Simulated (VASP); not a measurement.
Write the native input for VASP 6.6.1 that does the following.

| Quantity | Value |
| --- | --- |
| Task | single point |
| Functional | PBEsol |
| Potentials or basis | VASP PAW PBE potentials, release 64 (Si, Fe) |
| Cutoff | 520 eV |
| k mesh | 2 × 2 × 2 |
| Occupations | fermi-dirac, width 0.02 eV |
| Spin | collinear spin, ferromagnetic start |
| Starting moments | [0.0, 0.0, 0.0, 0.0, 0.0, 0.0, 0.0, 0.0, 0.0, 0.0, 0.0, 0.0, 0.0, 0.0, 0.0, 0.0, 1.54] μB |
| Dipole correction | no |
| Further INCAR settings | LREAL = Auto; ALGO = Normal; EDIFF = 1e-07; NBANDS = 54 |

The structure of FeSi16 (a cell with a defect) lies in POSCAR:

```
FeSi16
1.0
    0.0000000000      5.4300000000      5.4300000000
    5.4300000000      0.0000000000      5.4300000000
    5.4300000000      5.4300000000      0.0000000000
Si Fe
16 1
Direct
   -0.0299355433      0.0476703499     -0.0052209945
    0.1049447514      0.1229742173      0.1582228361
    0.0096408840     -0.0133793738      0.5307642726
    0.1331307551      0.1238489871      0.6514917127
   -0.0164917127      0.5080755064      0.0285727440
    0.0856353591      0.6566482505      0.1231123389
    0.0249907919      0.5142357274      0.5013075506
    0.1254788214      0.6329742173      0.6490147330
    0.4789318600      0.0306077348      0.0318600368
    0.5909760589      0.1199263352      0.2048802947
    0.4980110497     -0.0388766114      0.5800736648
    0.6326887661      0.1141252302      0.6732965009
    0.4482044199      0.4846500921      0.0501381215
    0.5970902394      0.6249907919      0.1730570902
    0.4962891344      0.4816850829      0.5345764273
    0.6539410681      0.5694106814      0.6838305709
    0.7858747698      0.3861694291     -0.0114548803
```

These files were run (other wordings do the same):

INCAR

```
SYSTEM = FeSi16
PREC = Accurate ; ENCUT = 520
EDIFF = 1E-7 ; ISMEAR = -1
SIGMA = 0.02 ; LREAL = Auto
LASPH = .TRUE. ; NELM = 150
ALGO = Normal ; ISIF = 2
LWAVE = .FALSE. ; LCHARG = .TRUE.
ISPIN = 2 ; MAGMOM = 0 0 0 0 0 0 0 0 0 0 0 0 0 0 0 0 1.54
LORBIT = 11 ; LMAXMIX = 4
GGA = PS ; LELF = .TRUE.
LVHAR = .TRUE. ; NBANDS = 54
```

KPOINTS

```
Automatic mesh
0
G
  2 2 2
  0 0 0
```

Potentials or basis: VASP PAW PBE potentials, release 64 (Si, Fe).

Command:

```console
$ cat potpaw_PBE.64/Si/POTCAR potpaw_PBE.64/Fe/POTCAR > POTCAR
$ mpirun -np 1 vasp_std > vasp.out
```

Results of the run:

| Quantity | Value |
| --- | --- |
| Pressure | 0.9 GPa |
| Largest force | 2.463 eV/Å |
| Net moment | 1.19 μB per cell |
| Site moments | Si +0.01, -0.00, +0.00, -0.01, +0.03 (each value once); Fe +0.93 μB |
| Valence electrons inside the program's atomic spheres | Si 1.72, 1.67, 1.71, 1.69, 1.65, 1.66, 1.70, 1.64 (each value once); Fe 7.59 |

Caveat: the k points lie up to 0.50 Å⁻¹ apart; the PAW data sets were made with another functional, which shifts forces and pressure a little.

Wall time 20 min on 1 thread of Oxide Virtual Turin-like Processor (shared host), peak memory 0.68 GiB.
